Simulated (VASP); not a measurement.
The system is ScTi3N3.

```xyz
7
Lattice="4.4000 0.0000 0.0000 0.0000 4.4000 0.0000 0.0000 0.0000 4.4000" Properties=species:S:1:pos:R:3 pbc="T T T"
Sc    0.0000    0.0000    0.0000
Ti    2.2000    0.0000    2.2000
Ti    2.2000    2.2000    0.0000
Ti    0.0000    2.2000    2.2000
N     2.2000    0.0000    0.0000
N     0.0000    2.2000    0.0000
N     0.0000    0.0000    2.2000
```

```yaml
Program: VASP 6.6.1
Task: relaxation of cell and atoms
Functional: PBE
Potentials_or_basis: VASP PAW PBE potentials, release 64 (Sc_sv, Ti_sv, N)
Cutoff: 600 eV
k_mesh: 3 × 3 × 3
Occupations: gaussian, width 0.15 eV
Spin: collinear spin
Starting_moments: "[0.0, 1.0, 1.0, 1.0, 0.0, 0.0, 0.0] μB"
```

At the start: pressure -11.8 GPa; volume 12.17 Å³/atom.

**Question.** Where does the relaxation end?

**Answer.** Over 3 steps the energy falls by 28.7 meV/atom and the volume is 11.44 Å³/atom (-6.0 %); space group Pm-3m (No. 221, to 0.1 Å) before and after; moment 0.88 μB per cell.

Step by step:
```tsv
step	energy change (eV)	largest force (eV/Å)	pressure (GPa)	volume (Å³)
1	0.0000	0.0000	-11.76	85.18
2	0.0700	0.0000	17.20	74.64
3	-0.2010	0.0000	-0.19	80.07
```

Final structure:
```yaml
crystal:
  lattice:
    - [4.31013, 0.00000, 0.00000]
    - [0.00000, 4.31013, 0.00000]
    - [0.00000, 0.00000, 4.31013]
  atoms:
    - { symbol: Sc, position: [0.00000, 0.00000, 0.00000] }
    - { symbol: Ti, position: [0.50000, 0.00000, 0.50000] }
    - { symbol: Ti, position: [0.50000, 0.50000, 0.00000] }
    - { symbol: Ti, position: [0.00000, 0.50000, 0.50000] }
    - { symbol: N, position: [0.50000, 0.00000, 0.00000] }
    - { symbol: N, position: [0.00000, 0.50000, 0.00000] }
    - { symbol: N, position: [0.00000, 0.00000, 0.50000] }
```

Caveat: the k points lie up to 0.49 Å⁻¹ apart in the final cell; a moment this small can come from the mesh or the smearing.
